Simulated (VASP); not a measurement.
Set up this calculation in VASP 6.6.1, as the native input.

```
Task                   : electric field gradients
Functional             : PBEsol
Potentials or basis    : VASP PAW PBE potentials, release 64 (Sb)
Cutoff                 : 520 eV
k mesh                 : 12 × 12 × 12
Occupations            : fermi-dirac, width 0.05 eV
Spin                   : no spin polarisation
Dipole correction      : no
Further INCAR settings : ALGO = Normal; EDIFF = 1e-08; NBANDS = 8
```

The structure of Sb lies in POSCAR:

```
Sb
1.0
    3.0626494052      0.0000000000      0.0000000000
    0.0000000000      3.0626494052      0.0000000000
    0.0000000000      0.0000000000      3.0626494052
Sb
1
Direct
    0.0000000000      0.0000000000      0.0000000000
```

This cell differs from its parent crystal: volume scaled by 0.98.

These files were run (other wordings do the same):

INCAR

```
PREC = Accurate
ENCUT = 520
EDIFF = 1E-8
ISMEAR = -1
SIGMA = 0.05
LREAL = F
LASPH = T
NELM = 100
ALGO = Normal
ISIF = 2
LWAVE = F
LCHARG = F
GGA = PS
LEFG = T
NBANDS = 8
```

KPOINTS

```
regular mesh
0
Gamma
  12 12 12
```

Potentials or basis: VASP PAW PBE potentials, release 64 (Sb).

Command:

```console
$ cat potpaw_PBE.64/Sb/POTCAR > POTCAR
$ mpirun -np 1 vasp_std > vasp.out
```

Results of the run:

```yaml
Pressure: 0.1 GPa
```

Caveat: without QUAD_EFG the Cq values of the log hold for a quadrupole moment of 1 mb, not for the nuclei; the PAW data sets were made with another functional, which shifts forces and pressure a little.

Wall time 11 s on 1 thread of Intel Xeon 6975P-C, on a shared host, peak memory 0.15 GiB.
